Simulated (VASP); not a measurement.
A run of VASP 6.6.1 is set up as follows.

File POSCAR:

```
TaN
1.0
    0.8520159090      2.6777642855      2.6777642855
    2.6777642855      0.8520159090      2.6777642855
    2.6777642855      2.6777642855      0.8520159090
Ta N
1 1
Direct
    0.5000000000      0.5000000000      0.5000000000
    0.0000000000      0.0000000000      0.0000000000
```

INCAR.step1

```
ALGO = Normal
EDIFF = 1E-4
ENCUT = 520
GGA = PE
ISMEAR = 0
LASPH = True
LCHARG = False
LREAL = False
LWAVE = True
NBANDS = 15
NELM = 60
PREC = Accurate
SIGMA = 0.15
```

INCAR.step2

```
ALGO = Normal
EDIFF = 1E-6
ENCUT = 520
ISIF = 2
ISMEAR = 0
ISTART = 1
LASPH = True
LCHARG = True
LELF = True
LMIXTAU = True
LREAL = False
LVHAR = True
LWAVE = False
METAGGA = R2SCAN
NBANDS = 15
NELM = 60
PREC = Accurate
SIGMA = 0.15
```

The input KPOINTS:

```
k-points
0
Gamma
  20 20 20
```

Potentials or basis: VASP PAW PBE potentials, release 64 (Ta_pv, N).

Launch:

```sh
$ cat potpaw_PBE.64/Ta_pv/POTCAR potpaw_PBE.64/N/POTCAR > POTCAR
$ cp INCAR.step1 INCAR
$ mpirun -np 1 vasp_std > vasp.out
$ cp INCAR.step2 INCAR
$ mpirun -np 1 vasp_std > vasp.out
```

Problem. What does it give for the band gap on the k mesh?

Solution. Zero (bands 8 and 9 overlap by 1.04 eV).

Problem. Predict the pressure.

Solution. 27.4 GPa.

Stress tensor (GPa, compression positive):
```
 27.38 -64.63 -64.63
-64.63  27.38 -64.63
-64.63 -64.63  27.38
```

Caveat: the cell stands under pressure; an empty level that is flat over the whole mesh can mark a ghost state of the potentials, or a narrow d or f band; the PAW data sets were made with another functional, which shifts forces and pressure a little; spin-orbit coupling is left out, which moves the levels of the heavy elements.
